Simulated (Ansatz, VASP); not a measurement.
# CdTe: VASP beside Ansatz

Contents of INCAR:

```
SYSTEM = CdTe
ALGO = Normal
EDIFF = 1E-6
EDIFFG = -0.005
ENCUT = 600
GGA = CA
IBRION = 2
ISIF = 3
ISMEAR = -1
LASPH = .TRUE.
LCHARG = .FALSE.
LREAL = .FALSE.
LWAVE = .FALSE.
NELM = 60
NSW = 60
PREC = Accurate
SIGMA = 0.05
```

Contents of KPOINTS:

```
k-points
0
G
  12 12 12
  0 0 0
```

File POSCAR:

```
CdTe
1.0
    0.0000000000      3.1072325060      3.1072325060
    3.1072325060      0.0000000000      3.1072325060
    3.1072325060      3.1072325060      0.0000000000
Cd Te
1 1
Direct
    0.0000000000      0.0000000000      0.0000000000
    0.2500000000      0.2500000000      0.2500000000
```

Input for Ansatz:

```yaml
crystal:
  lattice:
    - [0.0, 3.107232506, 3.107232506]
    - [3.107232506, 0.0, 3.107232506]
    - [3.107232506, 3.107232506, 0.0]
  atoms:
    - { symbol: Cd, position: [0.0, 0.0, 0.0] }
    - { symbol: Te, position: [0.25, 0.25, 0.25] }
kpoints:
  mp_grid: { grid: [12, 12, 12] }
scf:
  occupations: { method: fermi_dirac, width: 0.05 }
hamiltonian:
  xc: lda
  pseudopotentials: { kind: paw }
output:
  forces: true
  stress: true
relax:
  f_tol: 0.005
  max_steps: 40
  cell: {}
```

Alike in both runs: task relaxation of cell and atoms; functional LDA; k mesh 12 × 12 × 12; occupations fermi-dirac, width 0.05 eV; no spin polarisation.

```csv
,VASP,Ansatz
version,VASP 6.6.1,Ansatz 0.2.0
potentials or method,"VASP PAW LDA potentials, release 64 (Cd, Te)","PAW with Ansatz's default frozen-core files, scalar-relativistic"
plane-wave cutoff (eV),600,420
valence electrons in the cell,18,36
```

|  | VASP | Ansatz | Ansatz less VASP |
| --- | --- | --- | --- |
| relaxed volume (Å³/atom) | 33.07 | 32.88 | -0.192 |
| relaxed cell length with the largest relative difference (Å) | 4.540 | 4.531 | -0.0088 |

LDA's correlation is that of Perdew and Zunger in VASP and of Perdew and Wang (1992) in Ansatz. VASP's potentials hold 18 valence electrons a cell and Ansatz's 36, so a difference there can come from the potentials and not from the codes.

Neither program's run includes spin-orbit coupling.
